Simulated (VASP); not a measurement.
# P: single point with PBE

P:

```
P
1.0
     1.63039   -5.55808    0.00000
     1.63039    5.55808    0.00000
     0.00000    0.00000    4.62614
P
4
Direct
  0.09407 0.90593 0.91372
  0.59407 0.40593 0.58628
  0.90593 0.09407 0.08628
  0.40593 0.59407 0.41372
```

This cell differs from its parent crystal: strain -0.015 along x and y, +0.015 along z.

```
Program                : VASP 6.6.1
Task                   : single point
Functional             : PBE
Potentials or basis    : VASP PAW PBE potentials, release 64 (P)
Cutoff                 : 520 eV
k mesh                 : 10 × 10 × 8
Occupations            : gaussian, width 0.03 eV
Spin                   : no spin polarisation
Dipole correction      : no
Further INCAR settings : ALGO = Normal; EDIFF = 1e-06; NBANDS = 18
```

The pressure is 0.9 GPa, the largest force is 0.299 eV/Å and the band gap on the k mesh is 0.29 eV.

Forces in eV/Å, atoms in the order of the input:
```
P    0.000 -0.181 -0.238
P    0.000 -0.181  0.238
P    0.000  0.181  0.238
P    0.000  0.181 -0.238
```

Stress tensor (GPa, compression positive):
```
 1.96  0.00  0.00
 0.00  1.72  0.00
 0.00  0.00 -1.10
```

Levels at points of the mesh, in eV from the valence-band top:
```
           k point  band 7  band 8  band 9  band 10  band 11  band 12  band 13  band 14
(0.00, 0.00, 0.00)   -3.55   -2.67   -2.00    -1.12     0.78     1.49     2.38     2.90
(0.50, 0.00, 0.00)   -3.26   -3.26   -2.47    -2.47     0.70     0.70     1.53     1.53
(0.50, 0.50, 0.00)   -3.63   -1.87   -1.55     0.00     0.29     1.30     2.55     2.81
(0.00, 0.00, 0.50)   -2.76   -2.76   -1.65    -1.65     1.85     1.85     3.16     3.16
(0.50, 0.00, 0.50)   -5.15   -5.15   -1.63    -1.63     1.92     1.92     3.21     3.21
(0.50, 0.50, 0.50)   -2.75   -2.75   -1.89    -1.89     1.80     1.80     2.66     2.66
```

Run time: 2.5 min on 1 thread of Intel(R) Xeon(R) 6975P-C (Granite Rapids), with other jobs on the host, peak memory 0.35 GiB.

Caveat: the cell differs from its parent crystal (strain -0.015 along x and y, +0.015 along z); semilocal functionals underestimate gaps, and a narrow one can read as zero. A k mesh can miss the band edges.
